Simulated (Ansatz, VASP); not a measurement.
One calculation of Mo, two programs

The input INCAR:

```
PREC = Accurate ; ENCUT = 520
EDIFF = 1E-7 ; ISMEAR = 0
SIGMA = 0.1 ; LREAL = F
LASPH = T ; NELM = 80
ALGO = Normal ; ISIF = 2
LWAVE = F ; LCHARG = F
GGA = CA ; NBANDS = 13
```

Contents of KPOINTS:

```
Automatic mesh
0
Gamma
  8 8 8
```

POSCAR

```
Mo
1.0
   -1.5838089700      1.5838089700      1.5838089700
    1.5838089700     -1.5838089700      1.5838089700
    1.5838089700      1.5838089700     -1.5838089700
Mo
1
Direct
    0.0000000000      0.0000000000      0.0000000000
```

Input for Ansatz:

```yaml
crystal:
  lattice:
    - [-1.58380897, 1.58380897, 1.58380897]
    - [1.58380897, -1.58380897, 1.58380897]
    - [1.58380897, 1.58380897, -1.58380897]
  atoms:
    - { symbol: Mo, position: [0.0, 0.0, 0.0] }
basis:
  ecutwfc: 420
kpoints:
  mp_grid: { grid: [8, 8, 8] }
hamiltonian:
  xc: lda
  pseudopotentials: { kind: paw, azcp: { folder: soft_1 } }
scf:
  occupations: { method: gaussian, width: 0.1 }
output:
  forces: true
  stress: true
  eigenvalues: true
```

Alike in both runs: task single point; functional LDA; k mesh 8 × 8 × 8; occupations gaussian, width 0.1 eV; no spin polarisation.

|  | VASP | Ansatz |
| --- | --- | --- |
| version | VASP 6.6.1 | Ansatz 0.2.0 |
| potentials or method | VASP PAW LDA potentials, release 64 (Mo_sv), cutoff 520 eV | scalar-relativistic, plane waves, PAW |
| valence electrons in the cell | 14 | 14 |

|  | VASP | Ansatz | Ansatz less VASP |
| --- | --- | --- | --- |
| gap on the k mesh at the Fermi level (eV) | none | none | - |
| pressure (GPa) | -12.5 | -13.4 | -0.94 |

Ansatz warns that its potentials were made for another functional, while VASP's fit it. LDA's correlation is that of Perdew and Zunger in VASP and of Perdew and Wang (1992) in Ansatz. A gap of «none» marks a metal or a gap that the smearing closes.
